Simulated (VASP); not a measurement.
Here is a VASP 6.6.1 calculation.

INCAR

```
ALGO = Normal
EDIFF = 1E-6
ENCUT = 520
GGA = PS
ISIF = 2
ISMEAR = -1
ISPIN = 2
LASPH = True
LCHARG = False
LMAXMIX = 4
LORBIT = 11
LREAL = False
LWAVE = False
MAGMOM = 0 0 0 0 0 0 0 0 0 0 0 0 1
NBANDS = 44
NELM = 150
PREC = Accurate
SIGMA = 0.02
```

KPOINTS

```
k-points
0
Gamma
  2 2 1
```

POSCAR

```
Al6CoN6
1.0
    5.3364490000      0.0000000000      0.0000000000
   -2.6682240000      5.2615680000      0.0000000000
    0.0000000000      0.0000000000     17.2451670000
Al N Co
6 6 1
Direct
    0.3333333000      0.0000000000      0.0579873000
    0.2967766908      0.5005130329      0.0672378402
    0.8163206631      0.0306090162      0.1476959202
    0.8685088845      0.5826019696      0.1271242121
    0.3381127054      0.1531066937      0.1921557128
    0.3711964790      0.6465895381      0.2351616899
    0.1095916439      0.6701898222      0.0383452337
    0.1375289435      0.1651897783      0.0879997481
    0.5836801375      0.6841592720      0.1339481231
    0.6404513667      0.2211095779      0.1254126104
    0.1230050468      0.7887176161      0.2112040379
    0.2037888611      0.3068948167      0.2620751265
    0.9457075595      0.9672523916      0.2729890207
```

Potentials or basis: VASP PAW PBE potentials, release 64 (Al, N, Co).

Launch:

```console
$ cat potpaw_PBE.64/Al/POTCAR potpaw_PBE.64/N/POTCAR potpaw_PBE.64/Co/POTCAR > POTCAR
$ mpirun -np 1 vasp_std > vasp.out
```

Problem. What does it give for the net moment?

Solution. 1.50 μB per cell.

Problem. Predict the site moments.

Solution. Al +0.00, -0.01, -0.02 (each value once); N +0.00, -0.00, +0.02, +0.06 (each value once); Co +1.45 μB.

Problem. Predict the largest force.

Solution. 0.106 eV/Å.

Forces in eV/Å, atoms in the order of the input:
```
Al  -0.016  0.039  0.058
Al   0.066 -0.022  0.035
Al   0.066 -0.067 -0.036
Al  -0.045  0.073  0.063
Al  -0.016 -0.036 -0.019
Al  -0.020  0.032 -0.021
N   -0.085  0.022 -0.040
N   -0.016 -0.048  0.007
N    0.081  0.034 -0.009
N    0.018  0.032 -0.029
N   -0.011 -0.019 -0.034
N   -0.001  0.013 -0.022
Co  -0.022 -0.055  0.048
```

Caveat: the k points lie up to 0.66 Å⁻¹ apart; the PAW data sets were made with another functional, which shifts forces and pressure a little.
